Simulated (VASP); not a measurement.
Wanted: the native input for a VASP 6.6.1 run.

| Item | Value |
| --- | --- |
| Task | relaxation of cell and atoms |
| Functional | PBE |
| Potentials or basis | VASP PAW PBE potentials, release 64 (Ca_sv, Os) |
| Cutoff | 600 eV |
| k mesh | 6 × 6 × 4 |
| Occupations | gaussian, width 0.1 eV |
| Spin | no spin polarisation |
| Dipole correction | no |
| Further INCAR settings | ALGO = Normal; EDIFF = 1e-06; IBRION = 2; EDIFFG = -0.04; NSW = 90; ISIF = 3 |

The structure of CaOs2 lies in POSCAR:

```
CaOs2
1.0
    2.9035166600      0.0000000000      0.0000000000
    0.0000000000      2.9035166600      0.0000000000
    0.0000000000      0.0000000000      5.9906837200
Ca Os
1 2
Direct
    0.0000000000      0.0000000000      0.0000000000
    0.5000000000      0.5000000000      0.2949999900
    0.5000000000      0.5000000000      0.7050000100
```

The cell was built from a structure type or drawn by symmetry, and may not be a known phase.

The input as run:

INCAR

```
PREC = Accurate
ENCUT = 600
EDIFF = 1E-6
ISMEAR = 0
SIGMA = 0.1
LREAL = F
LASPH = T
NELM = 80
ALGO = Normal
ISIF = 3
LWAVE = F
LCHARG = F
GGA = PE
IBRION = 2
NSW = 90
EDIFFG = -0.04
```

KPOINTS

```
regular mesh
0
Gamma
  6 6 4
```

Potentials or basis: VASP PAW PBE potentials, release 64 (Ca_sv, Os).

Launch:

```console
$ cat potpaw_PBE.64/Ca_sv/POTCAR potpaw_PBE.64/Os/POTCAR > POTCAR
$ mpirun -np 1 vasp_std > vasp.out
```

Results of the run:

```
Relaxed volume                        : 18.36 Å³/atom
Relaxed cell                          : a = 2.770 Å, b = 2.770 Å, c = 7.181 Å, α = 90.00°, β = 90.00°, γ = 90.00°
Space group after relaxing (to 0.1 Å) : P4/mmm (No. 123)
Energy gained by relaxing             : 757.8 meV/atom
Ionic steps                           : 15
Pressure after relaxing               : -0.1 GPa
Largest force after relaxing          : 0.007 eV/Å
Band gap on the k mesh                : zero (bands 13 and 14 overlap by 2.96 eV)
```

Caveat: the k points lie up to 0.38 Å⁻¹ apart in the final cell, too coarse for converged energies and pressures of a metal; a cell axis changed by over 15 % at a fixed basis, so the end point is rough; spin-orbit coupling is left out, which moves the levels of the heavy elements.

Run time: 6.4 min on 1 thread of Intel Xeon 8259CL, on a shared host, peak memory 0.2 GiB.
